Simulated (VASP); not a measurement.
Tl, 1 atom in the cell. Symmetry: Pm-3m, No. 221, cubic system. Conventional cell: a = 3.160 Å, b = 3.160 Å, c = 3.160 Å, α = 90.00°, β = 90.00°, γ = 90.00°. Tl (site symmetry m-3m) has 6 Tl at 3.16 Å within 4.2 Å. 

* Program: VASP 6.6.1
* Task: relaxation of cell and atoms
* Functional: PBEsol
* Dispersion: D3(BJ)
* Potentials or basis: VASP PAW PBE potentials, release 64 (Tl_d)
* Cutoff: 600 eV
* k mesh: 8 × 8 × 8
* Occupations: gaussian, width 0.1 eV
* Spin: no spin polarisation
* Dipole correction: no
* Further INCAR settings: ALGO = Normal; EDIFF = 1e-06; IBRION = 2; EDIFFG = -0.02; NSW = 80; ISIF = 3

Potentials or basis: VASP PAW PBE potentials, release 64 (Tl_d).

The run is started by

```sh
$ cat potpaw_PBE.64/Tl_d/POTCAR > POTCAR
$ mpirun -np 1 vasp_std > vasp.out
```

Hardware: 1 thread of Intel(R) Xeon(R) 6975P-C (Granite Rapids), with other jobs on the host.

Task: How long does it take, and how much memory?

Result: Wall time 10 s on 1 thread of Intel(R) Xeon(R) 6975P-C (Granite Rapids) (shared host), peak memory 0.17 GiB. Counts: scf iterations 22, k points 35, ion steps 3.
